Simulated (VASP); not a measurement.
Write the native input for VASP 6.6.1 that does the following.

```
Task                   : single point
Functional             : r2SCAN
Potentials or basis    : VASP PAW PBE potentials, release 64 (Ba_sv, Ti_sv, O)
Cutoff                 : 520 eV
k mesh                 : 8 × 8 × 8
Occupations            : gaussian, width 0.05 eV
Spin                   : no spin polarisation
Dipole correction      : no
Further INCAR settings : ALGO = Normal; EDIFF = 1e-06; NBANDS = 28
```

BaTiO3:

```
Ba Ti O
1.0
     3.99218    0.00000    0.00000
     0.00000    3.97232    0.00000
     0.00000    0.00000    4.11238
Ba Ti O
1 1 3
Direct
  0.00000 0.00000 0.99261
  0.50000 0.50000 0.47453
  0.50000 0.50000 0.03157
  0.50000 0.00000 0.51464
  0.00000 0.50000 0.51464
```

This cell differs from its parent crystal: strain +0.0050 x Voigt [1, 0, 0, 0, 0, 0].

The input as run:

POSCAR

```
BaTiO3
1.0
    3.9921783836      0.0000000000      0.0000000000
    0.0000000000      3.9723167996      0.0000000000
    0.0000000000      0.0000000000      4.1123825565
Ba Ti O
1 1 3
Direct
    0.0000000000      0.0000000000      0.9926109048
    0.5000000000      0.5000000000      0.4745255192
    0.5000000000      0.5000000000      0.0315737038
    0.5000000000      0.0000000000      0.5146449361
    0.0000000000      0.5000000000      0.5146449361
```

INCAR.step1

```
ALGO = Normal
EDIFF = 1E-4
ENCUT = 520
GGA = PE
ISMEAR = 0
LASPH = T
LCHARG = F
LREAL = F
LWAVE = T
NBANDS = 28
NELM = 80
PREC = Accurate
SIGMA = 0.05
```

INCAR.step2

```
ALGO = Normal
EDIFF = 1E-6
ENCUT = 520
ISIF = 2
ISMEAR = 0
ISTART = 1
LASPH = T
LCHARG = F
LMIXTAU = T
LREAL = F
LWAVE = F
METAGGA = R2SCAN
NBANDS = 28
NELM = 80
PREC = Accurate
SIGMA = 0.05
```

KPOINTS

```
k-points
0
Gamma
  8 8 8
```

Potentials or basis: VASP PAW PBE potentials, release 64 (Ba_sv, Ti_sv, O).

Launch:

```console
$ cat potpaw_PBE.64/Ba_sv/POTCAR potpaw_PBE.64/Ti_sv/POTCAR potpaw_PBE.64/O/POTCAR > POTCAR
$ cp INCAR.step1 INCAR
$ mpirun -np 1 vasp_std > vasp.out
$ cp INCAR.step2 INCAR
$ mpirun -np 1 vasp_std > vasp.out
```

It gave:

- Pressure: 1.0 GPa
- Largest force: 0.155 eV/Å
- Band gap on the k mesh: 2.20 eV, indirect (least direct gap 2.69 eV)

Caveat: the cell differs from its parent crystal (strain +0.0050 x Voigt [1, 0, 0, 0, 0, 0]); the PAW data sets were made with another functional, which shifts forces and pressure a little; spin-orbit coupling is left out, which moves the levels of the heavy elements.

Wall time 8.3 min on 1 thread of AMD EPYC 9R45 96-Core Processor (Zen 5) (shared host), peak memory 0.31 GiB.
